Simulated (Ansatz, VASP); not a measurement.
NaI in VASP and in Ansatz

INCAR

```
PREC = Accurate
ENCUT = 520
EDIFF = 1E-7
ISMEAR = -1
SIGMA = 0.02
LREAL = F
LASPH = T
NELM = 150
ALGO = Normal
ISIF = 2
LWAVE = F
LCHARG = F
MAGMOM = 0 0 0 0 0 0
LORBIT = 11
LSORBIT = T
GGA_COMPAT = F
LORBMOM = T
GGA = PE
NBANDS = 26
```

KPOINTS

```
regular mesh
0
Gamma
  8 8 8
```

The input POSCAR:

```
NaI
1.0
    0.0000000000      3.2364000000      3.2364000000
    3.2364000000      0.0000000000      3.2364000000
    3.2364000000      3.2364000000      0.0000000000
Na I
1 1
Direct
    0.0000000000      0.0000000000      0.0000000000
    0.5000000000      0.5000000000      0.5000000000
```

Input for Ansatz:

```yaml
crystal:
  lattice:
    - [0.0, 3.2364, 3.2364]
    - [3.2364, 0.0, 3.2364]
    - [3.2364, 3.2364, 0.0]
  atoms:
    - { symbol: Na, position: [0.0, 0.0, 0.0] }
    - { symbol: I, position: [0.5, 0.5, 0.5] }
kpoints:
  mp_grid: { grid: [8, 8, 8] }
  band_path:
    path:
      - [0.0, 0.0, 0.0]
      - [0.5, 0.0, 0.5]
      - [0.625, 0.25, 0.625]
      - [0.375, 0.375, 0.75]
      - [0.0, 0.0, 0.0]
      - [0.5, 0.5, 0.5]
      - [0.5, 0.25, 0.75]
      - [0.5, 0.0, 0.5]
    npoints: 5
scf:
  occupations: { method: fermi_dirac, width: 0.02 }
hamiltonian:
  xc: pbe
  pseudopotentials: { kind: all_electron, lapw: { basis_error: 0.001 } }
output:
  forces: true
  stress: true
  eigenvalues: true
magnetization:
  noncollinear: true
  spin_orbit: true
```

Alike in both runs: task single point; functional PBE; k mesh 8 × 8 × 8; occupations fermi-dirac, width 0.02 eV; non-collinear spin, spin-orbit coupling.

|  | VASP | Ansatz |
| --- | --- | --- |
| version | VASP 6.6.1 | Ansatz 0.2.0 |
| potentials or method | VASP PAW PBE potentials, release 64 (Na_pv, I), cutoff 520 eV | all-electron LAPW |

|  | VASP | Ansatz | Ansatz less VASP |
| --- | --- | --- | --- |
| pressure (GPa) | 0.5 | 0.5 | -0.01 |
| net moment per atom (μB) | 0.00 | 0.00 | 0.000 |

Ansatz ran all-electron here, and VASP with PAW potentials.
